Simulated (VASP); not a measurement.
Write the native input for VASP 6.6.1 that does the following.

```yaml
Task: single point
Functional: LDA
Potentials_or_basis: VASP PAW LDA potentials, release 64 (Ti_sv, O)
Cutoff: 520 eV
k_mesh: 6 × 6 × 4
Occupations: gaussian, width 0.1 eV
Spin: collinear spin
Starting_moments: "[1.0, 1.0, 0.0, 0.0, 0.0, 0.0] μB"
Dipole_correction: no
Further_INCAR_settings: ALGO = Normal; EDIFF = 1e-06; NBANDS = 37
```

The structure of TiO2 lies in POSCAR:

```
TiO2
1.0
    2.7060340000     -2.7066550000      0.0000000000
    2.7060340000      2.7066550000      0.0000000000
   -2.6335310000      0.0000000000      4.7966370000
Ti O
2 4
Direct
    0.1341100000      0.8658900000      0.2500000000
    0.8658900000      0.1341100000      0.7500000000
    0.3312210000      0.0887550000      0.6671490000
    0.6687790000      0.9112450000      0.3328510000
    0.9112450000      0.6687790000      0.8328510000
    0.0887550000      0.3312210000      0.1671490000
```

The input as run:

INCAR

```
SYSTEM = TiO2
PREC     = Accurate       ! precision mode
ENCUT    = 520            ! plane-wave cutoff, eV
EDIFF    = 1E-6           ! SCF threshold, eV
ISMEAR   = 0              ! smearing method
SIGMA    = 0.1            ! smearing width, eV
LREAL    = .False.        ! projectors in reciprocal space
LASPH    = .True.         ! aspherical terms in the spheres
NELM     = 150            ! most SCF steps
ALGO     = Normal         ! electronic algorithm
ISIF     = 2              ! what is computed and relaxed
LWAVE    = .False.        ! write WAVECAR
LCHARG   = .True.         ! write CHGCAR
ISPIN    = 2              ! spin polarisation
MAGMOM   = 1 1 0 0 0 0    ! initial moments
LORBIT   = 11             ! projections on sites
LMAXMIX  = 4              ! l up to which the mixer works
GGA      = CA             ! functional
LELF     = .True.         ! ELF
LVHAR    = .True.       
NBANDS   = 37             ! bands
```

KPOINTS

```
regular mesh
0
Gamma
  6 6 4
  0 0 0
```

Potentials or basis: VASP PAW LDA potentials, release 64 (Ti_sv, O).

Command:

```sh
$ cat potpaw_LDA.64/Ti_sv/POTCAR potpaw_LDA.64/O/POTCAR > POTCAR
$ mpirun -np 1 vasp_std > vasp.out
```

Results of the run:

The pressure is -11.9 GPa and the largest force is 0.314 eV/Å. The band gap on the k mesh is 1.95 eV (least direct gap 2.28 eV) and the net moment is 0.00 μB per cell. The valence electrons inside the program's atomic spheres are Ti 10.25; O 5.02.

Caveat: the cell stands under tension.

Run time: 110 s on 1 thread of Intel(R) Xeon(R) 6975P-C (Granite Rapids), with other jobs on the host, peak memory 0.27 GiB.
